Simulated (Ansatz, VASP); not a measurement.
Two plane-wave programs on NaCl

```
Na Cl
1.0
     0.00000    2.79925    2.79925
     2.79925    0.00000    2.79925
     2.79925    2.79925    0.00000
Na Cl
1 1
Direct
  0.00000 0.00000 0.00000
  0.50000 0.50000 0.50000
```

Alike in both runs: functional PBEsol; k mesh 8 × 8 × 8; occupations gaussian, width 0.02 eV; no spin polarisation.

Ansatz relaxed the structure, and its values are those at the end. VASP's run is a single point on that final structure, the one shown.

|  | VASP | Ansatz |
| --- | --- | --- |
| version | VASP 6.6.1 | Ansatz 0.2.0 |
| potentials or method | VASP PAW PBE potentials, release 64 (Na_pv, Cl), cutoff 520 eV | scalar-relativistic, plane waves, PAW |
| valence electrons in the cell | 14 | 16 |

|  | VASP | Ansatz | Ansatz less VASP |
| --- | --- | --- | --- |
| gap on the k mesh at the Fermi level (eV) | 5.01 | 5.02 | +0.004 |
| least direct gap on the mesh (eV) | 5.01 | 5.02 | +0.004 |
| pressure (GPa) | 0.1 | 0.0 | -0.02 |

VASP's potentials were made for PBE, not for PBEsol. VASP's potentials hold 14 valence electrons a cell and Ansatz's 16, so a difference there can come from the potentials and not from the codes.
